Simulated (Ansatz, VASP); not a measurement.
# HgTe in VASP and in Ansatz

```
CELL_PARAMETERS angstrom
0.00000 3.32480 3.32480
3.32480 0.00000 3.32480
3.32480 3.32480 0.00000
ATOMIC_POSITIONS crystal
Hg 0.00000 0.00000 0.00000
Te 0.75000 0.75000 0.75000
```

Alike in both runs: functional PBE; k mesh 12 × 12 × 12; occupations gaussian, width 0.1 eV; no spin polarisation.

Ansatz relaxed the structure, and its values are those at the end. VASP's run is a single point on that final structure, the one shown.

```csv
,VASP,Ansatz
version,VASP 6.6.1,Ansatz 0.2.0
potentials or method,"VASP PAW PBE potentials, release 64 (Hg, Te), cutoff 520 eV","scalar-relativistic, plane waves, PAW"
valence electrons in the cell,18,36
```

|  | VASP | Ansatz | Ansatz less VASP |
| --- | --- | --- | --- |
| gap on the k mesh at the Fermi level (eV) | none | none | - |
| pressure (GPa) | 0.1 | 0.0 | -0.05 |

A gap of «none» marks a metal or a gap that the smearing closes. VASP's potentials hold 18 valence electrons a cell and Ansatz's 36, so a difference there can come from the potentials and not from the codes.

Neither program's run includes spin-orbit coupling.
